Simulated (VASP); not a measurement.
Set up this calculation in VASP 6.6.1, as the native input.

| Item | Value |
| --- | --- |
| Task | single point |
| Functional | PBE |
| Potentials or basis | VASP PAW PBE potentials, release 64 (Zr_sv, O) |
| Cutoff | 600 eV |
| k mesh | 4 × 4 × 4 |
| Occupations | gaussian, width 0.01 eV |
| Spin | no spin polarisation |
| Dipole correction | no |
| Further INCAR settings | ALGO = Normal; EDIFF = 1e-06; NBANDS = 19 |

The structure of ZrO2 (Cubic zirconia) lies in POSCAR:

```
ZrO2
1.0
    3.5850310000      0.0000000000      0.0000000000
    1.7925155000      3.1047279194      0.0000000000
    1.7925155000      1.0349093065      2.9271655540
Zr O
1 2
Direct
    0.0000000000      0.0000000000      0.0000000000
    0.2500000000      0.2500000000      0.2500000000
    0.7500000000      0.7500000000      0.7500000000
```

One way to write it, as run:

INCAR

```
PREC = Accurate
ENCUT = 600
EDIFF = 1E-6
ISMEAR = 0
SIGMA = 0.01
LREAL = False
LASPH = True
NELM = 120
ALGO = Normal
ISIF = 2
LWAVE = False
LCHARG = False
GGA = PE
NBANDS = 19
GGA_COMPAT = False
```

KPOINTS

```
Automatic mesh
0
Gamma
  4 4 4
```

Potentials or basis: VASP PAW PBE potentials, release 64 (Zr_sv, O).

Run with:

```bash
$ cat potpaw_PBE.64/Zr_sv/POTCAR potpaw_PBE.64/O/POTCAR > POTCAR
$ mpirun -np 1 vasp_std > vasp.out
```

It gave:

- Pressure: 6.8 GPa
- Band gap on the k mesh: 3.39 eV, indirect (least direct gap 3.84 eV)

Caveat: the k points lie up to 0.54 Å⁻¹ apart.

Run time: 11 s on 1 thread of AMD EPYC 7R13 Processor (Zen 3), on a shared host, peak memory 0.13 GiB.
